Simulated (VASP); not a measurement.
# Sb (P6_3/mmc) in VASP: further runs

Sb is run at these levels: PBEsol, LDA; tasks: single point.

All numbers are computed with VASP 6.6.1; they aren't measurements. Logs are shortened: lines on timing, memory, paths and dates and some standing lists are left out, and cuts for length are marked.

## 1. The cell of the first run

The structure is hexagonal, space group P6_3/mmc (No. 194). Conventional cell: a = 3.332 Å, b = 3.332 Å, c = 5.433 Å, α = 90.00°, β = 90.00°, γ = 120.00°. Within 4.4 Å of Sb (site symmetry -6m2) lie 12 Sb at 3.33 Å.

## 2. Single point, PBEsol (volume scaled by 0.98)

File INCAR:

```
SYSTEM = Sb
PREC     = Accurate       ! precision mode
ENCUT    = 520            ! plane-wave cutoff, eV
EDIFF    = 1E-6           ! SCF threshold, eV
ISMEAR   = -1             ! smearing method
SIGMA    = 0.05           ! smearing width, eV
LREAL    = .FALSE.        ! projectors in reciprocal space
LASPH    = .TRUE.         ! aspherical terms in the spheres
NELM     = 100            ! most SCF steps
ALGO     = Normal         ! electronic algorithm
ISIF     = 2              ! what is computed and relaxed
LWAVE    = .FALSE.        ! write WAVECAR
LCHARG   = .FALSE.        ! write CHGCAR
GGA      = PS             ! functional
NBANDS   = 12             ! bands
```

File KPOINTS:

```
Automatic mesh
0
G
  9 9 5
  0 0 0
```

File POSCAR:

```
Sb
1.0
    3.3320180998      0.0000000000      0.0000000000
   -1.6660090499      2.8856123203      0.0000000000
    0.0000000000      0.0000000000      5.4334470562
Sb
2
Direct
    0.6666666667      0.3333333333      0.7500000000
    0.3333333333      0.6666666667      0.2500000000
```

Potentials or basis: VASP PAW PBE potentials, release 64 (Sb).

The run is started by

```
> cat potpaw_PBE.64/Sb/POTCAR > POTCAR
> mpirun -np 1 vasp_std > vasp.out
```

OUTCAR:

```text
SYSTEM = Sb
   PREC = Accurate
   ENCUT = 520
   EDIFF = 1E-6
   ISMEAR = -1
   LREAL = .FALSE.
   LASPH = .TRUE.
   NELM = 100
   ISIF = 2
   GGA = PS

 ion  position               nearest neighbor table
   1  0.667  0.333  0.750-   2 3.33   2 3.33   2 3.33   2 3.33   2 3.33   2 3.33
   2  0.333  0.667  0.250-   1 3.33   1 3.33   1 3.33   1 3.33   1 3.33   1 3.33

  LATTYP: Found a hexagonal cell.
 ALAT       =     3.3320180998
 C/A-ratio  =     1.6306775334

  Lattice vectors:

 A1 = (   3.3320180998,   0.0000000000,   0.0000000000)
 A2 = (  -1.6660090499,   2.8856123203,   0.0000000000)
 A3 = (   0.0000000000,   0.0000000000,   5.4334470562)

Analysis of symmetry for initial positions (statically):
=====================================================================
 Subroutine PRICEL returns:
 Original cell was already a primitive cell.

 Routine SETGRP: Setting up the symmetry group for a
 hexagonal supercell.

 Subroutine GETGRP returns: Found 24 space group operations
 (whereof 12 operations were pure point group operations)
 out of a pool of 24 trial point group operations.

The static configuration has the point symmetry D_3d.
 The point group associated with its full space group is D_6h.

Analysis of symmetry for dynamics (positions and initial velocities):
=====================================================================
 Subroutine PRICEL returns:
 Original cell was already a primitive cell.

 Routine SETGRP: Setting up the symmetry group for a
 hexagonal supercell.

 Subroutine GETGRP returns: Found 24 space group operations
 (whereof 12 operations were pure point group operations)
 out of a pool of 24 trial point group operations.

The dynamic configuration has the point symmetry D_3d.
 The point group associated with its full space group is D_6h.

 Subroutine INISYM returns: Found 24 space group operations
 (whereof 12 operations are pure point group operations),
 and found     1 'primitive' translations

----------------------------------------------------------------------------------------

                                     Primitive cell

  volume of cell :      52.2421

  direct lattice vectors                    reciprocal lattice vectors
     3.332018100  0.000000000  0.000000000     0.300118418  0.173273449  0.000000000
    -1.666009050  2.885612320  0.000000000     0.000000000  0.346546899  0.000000000
     0.000000000  0.000000000  5.433447056     0.000000000  0.000000000  0.184045228

  length of vectors
[... 87 lines left out ...]
   NFREE  =      0    steps in history (QN), initial steepest desc. (CG)
   ISIF   =      2    stress and relaxation
   ISYM   =      2    0-nonsym 1-usesym 2-fastsym
   POTIM  = 0.5000    time-step for ionic-motion
   TEBEG  =    0.0;   TEEND  =   0.0 temperature during run
   PSTRESS=    0.0 pullay stress
   NELECT =      10.0000    total number of electrons
   NUPDOWN=      -1.0000    fix difference up-down
   EMIN   =  10.00;   EMAX   =-10.00  energy-range for DOS
   EFERMI =   0.00;   METHOD = LEGACY
   ISMEAR =    -1;   SIGMA  =   0.05  broadening in eV -4-tet -1-fermi 0-gaus
   EFERMI_NEDOS =   21; number of points for ismear=-14 and -15
   IALGO  =     38    algorithm
   IMIX   =      4    mixing-type and parameters
     AMIX     =   0.40;   BMIX     =  1.00
     AMIX_MAG =   1.60;   BMIX_MAG =  1.00
  volume/ion in A,a.u.               =      26.12       176.27
  Fermi-wavevector in a.u.,A,eV,Ry     =   0.943484  1.782926 12.111392  0.890162
  Thomas-Fermi vector in A             =   2.071196
   LORBIT       =      0    0 simple, 1 ext, 2 COOP (PROOUT), +10 PAW based schemes
   GGA     = PS    functional components
   LHFCALC =     F    Hartree Fock is set to
   AEXX    =    0.0000 exact exchange contribution
   IVDW    =     0    specifies the selected vdW correction
   LEPSILON=     F    determine dielectric tensor
   LRPA    =     F    only Hartree local field effects (RPA)
 non-spin polarized calculation
  energy-cutoff  :      520.00
  volume of cell :       52.24
 maximum number of plane-waves:      1424
 NGX is ok and might be reduce to    28
   NGX = 13   NGY = 13   NGZ = 21

 number of electron      10.0000000 magnetization

 number of electron       9.9999999 magnetization

 Free energy of the ion-electron system (eV)
  ---------------------------------------------------
  ext. energy  EPLUGINS =         0.00000000
  ---------------------------------------------------
  free energy    TOTEN  =        -8.68890629 eV

  energy without entropy =       -8.67747963  energy(sigma->0) =       -8.68319296

 E-fermi :   8.6779     XC(G=0): -10.4652

 val. band max:        8.6620351617   @ k =   0.2222   0.0000   0.4000
 cond. band min:       8.7035780544   @ k =   0.2222   0.0000   0.4000
 fundamental gap:      0.0415428927
 Fermi energy:         8.6779467555

 k-point     1 :       0.0000    0.0000    0.0000
  band No.  band energies     occupation
      1      -4.4039      2.00000
      2      -0.4580      2.00000
      3       2.7505      2.00000
      4      12.4748      0.00000
      5      12.4748      0.00000
      6      14.1637      0.00000
      7      14.1637      0.00000
      8      14.4264      0.00000
      9      16.6025      0.00000
     10      17.7639      0.00000
     11      18.8539      0.00000
     12      18.8539      0.00000
[... 331 lines left out ...]
 k-point    24 :       0.3333    0.3333    0.2000
  band No.  band energies     occupation
      1       0.6789      2.00000
      2       0.6789      2.00000
      3       4.3651      2.00000
      4       5.4498      2.00000
      5       5.4498      2.00000
      6       7.0505      2.00000
      7       9.4831      0.00000
      8       9.4831      0.00000
      9      13.2539      0.00000
     10      19.3249      0.00000
     11      19.3249      0.00000
     12      21.1278      0.00000

 [... further k-points ...]
[... 5 lines left out ...]
  --------------------------------------------------------------------------------------
  -------------------------------------------------------------------------------------
  Total       -0.1044991     -0.1044991     -0.1595328      0.0000000      0.0000000      0.0000000
  in kB       -3.2048116     -3.2048116     -4.8925995      0.0000000      0.0000000      0.0000000
  external PRESSURE =      -3.7674076 kB  Pullay stress =       0.0000000 kB

 VOLUME and BASIS-vectors are now :
 -----------------------------------------------------------------------------
  energy-cutoff  :      520.00
  volume of cell :       52.24
      direct lattice vectors                 reciprocal lattice vectors
     3.332018100  0.000000000  0.000000000     0.300118418  0.173273449  0.000000000
    -1.666009050  2.885612320  0.000000000     0.000000000  0.346546899  0.000000000
     0.000000000  0.000000000  5.433447056     0.000000000  0.000000000  0.184045228

 POSITION                                       TOTAL-FORCE (eV/Angst)
 -----------------------------------------------------------------------------------
      1.66601      0.96187      4.07509         0.000000      0.000000      0.000000
     -0.00000      1.92374      1.35836        -0.000000      0.000000      0.000000
 -----------------------------------------------------------------------------------
    total drift:                               -0.000000      0.000000      0.000000

  FREE ENERGIE OF THE ION-ELECTRON SYSTEM (eV)
  ---------------------------------------------------
  free  energy   TOTEN  =        -8.6889062866 eV

  energy  without entropy=       -8.6774796258  energy(sigma->0) =       -8.68319296
```

Wall time 37 s (1 thread of AMD EPYC 7R13, shared host); peak memory 0.18 GiB.

Results:

```
Free energy            : -8.6889 eV
Pressure               : -0.4 GPa
Band gap on the k mesh : zero (band 5 reaches 13.05 eV, above the bottom of band 6 at 5.93 eV)
```

Stress tensor (GPa, compression positive):
```
-0.32  0.00  0.00
 0.00 -0.32  0.00
 0.00  0.00 -0.49
```

Caveat: the cell differs from its parent crystal (volume scaled by 0.98); the PAW data sets were made with another functional, which shifts forces and pressure a little; spin-orbit coupling is left out, which moves the levels of the heavy elements.

## 3. Single point, LDA

This run uses another cell than the first one, of 26.65 Å³/atom, 1.020 times its volume.

File INCAR:

```
SYSTEM = Sb
ALGO = Normal ; EDIFF = 1E-6
ENCUT = 520 ; GGA = CA
ISIF = 2 ; ISMEAR = -1
LASPH = .True. ; LCHARG = .False.
LREAL = .False. ; LWAVE = .False.
NBANDS = 12 ; NELM = 60
PREC = Accurate ; SIGMA = 0.05
```

File KPOINTS:

```
k-points
0
Gamma
  9 9 5
  0 0 0
```

File POSCAR:

```
Sb
1.0
    3.3545324186      0.0000000000      0.0000000000
   -1.6772662093      2.9051102923      0.0000000000
    0.0000000000      0.0000000000      5.4701606500
Sb
2
Direct
    0.6666666667      0.3333333333      0.7500000000
    0.3333333333      0.6666666667      0.2500000000
```

Potentials or basis: VASP PAW LDA potentials, release 64 (Sb).

The run is started by

```
> cat potpaw_LDA.64/Sb/POTCAR > POTCAR
> mpirun -np 1 vasp_std > vasp.out
```

Run time: 30 s. Hardware: 1 thread of AMD EPYC 7R13, shared host; peak memory 0.16 GiB.

It converged, with:

- Free energy: -9.1439 eV
- Pressure: -2.7 GPa
- Band gap on the k mesh: zero (band 5 reaches 12.63 eV, above the bottom of band 6 at 5.80 eV)

Stress tensor (GPa, compression positive):
```
-2.53  0.00  0.00
 0.00 -2.53  0.00
 0.00  0.00 -2.89
```

Levels at points of the mesh, in eV from the Fermi level:
```
           k point  band 3  band 4  band 5  band 6  band 7  band 8
(0.00, 0.00, 0.00)   -5.75    3.64    3.64    5.27    5.27    5.50
```

Caveat: spin-orbit coupling is left out, which moves the levels of the heavy elements.

## 4. Single point, LDA (volume scaled by 1.02)

File INCAR:

```
ALGO = Normal ; EDIFF = 1E-6
ENCUT = 520 ; GGA = CA
ISIF = 2 ; ISMEAR = -1
LASPH = T ; LCHARG = F
LREAL = F ; LWAVE = F
NBANDS = 12 ; NELM = 80
PREC = Accurate ; SIGMA = 0.05
```

File KPOINTS:

```
k-points
0
Gamma
  9 9 5
```

File POSCAR:

```
Sb
1.0
    3.3767485125      0.0000000000      0.0000000000
   -1.6883742563      2.9243499940      0.0000000000
    0.0000000000      0.0000000000      5.5063879352
Sb
2
Direct
    0.6666666667      0.3333333333      0.7500000000
    0.3333333333      0.6666666667      0.2500000000
```

The run is started by

```
> cat potpaw_LDA.64/Sb/POTCAR > POTCAR
> mpirun -np 1 vasp_std > vasp.out
```

It took 30 s on 1 thread of AMD EPYC 7R13, shared host; peak memory 0.16 GiB.

Results (log left out):

```
Free energy            : -9.1226 eV
Pressure               : -3.8 GPa
Band gap on the k mesh : zero (band 5 reaches 12.26 eV, above the bottom of band 6 at 5.60 eV)
```

Stress tensor (GPa, compression positive):
```
-3.63  0.00  0.00
 0.00 -3.63  0.00
 0.00  0.00 -4.02
```

Levels at points of the mesh, in eV from the Fermi level:
| k point | band 2 | band 3 | band 4 | band 5 | band 6 | band 7 | band 8 | band 9 |
| --- | --- | --- | --- | --- | --- | --- | --- | --- |
| (0.00, 0.00, 0.00) | -9.08 | -5.63 | 3.55 | 3.55 | 5.13 | 5.13 | 5.35 | 7.70 |

Caveat: the cell differs from its parent crystal (volume scaled by 1.02); spin-orbit coupling is left out, which moves the levels of the heavy elements.

## 5. Summary

| level | potentials or basis | cell | gap on the mesh (eV) | pressure (GPa) |
| --- | --- | --- | --- | --- |
| PBEsol | VASP PAW PBE potentials, release 64 (Sb) | a = 3.332, b = 3.332, c = 5.433 Å, angles 90.0, 90.0, 120.0°, 2 atoms | none | -0.4 |
| LDA | VASP PAW LDA potentials, release 64 (Sb) | a = 3.355, b = 3.355, c = 5.470 Å, angles 90.0, 90.0, 120.0°, 2 atoms | none | -2.7 |
| LDA | VASP PAW LDA potentials, release 64 (Sb) | a = 3.377, b = 3.377, c = 5.506 Å, angles 90.0, 90.0, 120.0°, 2 atoms | none | -3.8 |

Alike in all rows: task single point; no spin polarisation; k mesh 9 × 9 × 5; cutoff (eV) 520; smearing fermi-dirac 0.05 eV.

Caveats: spin-orbit coupling is left out, which moves the levels of the heavy elements; the PAW data sets were made with another functional, which shifts forces and pressure a little (some runs).

Absolute energies hang on the potentials; compare differences alone.
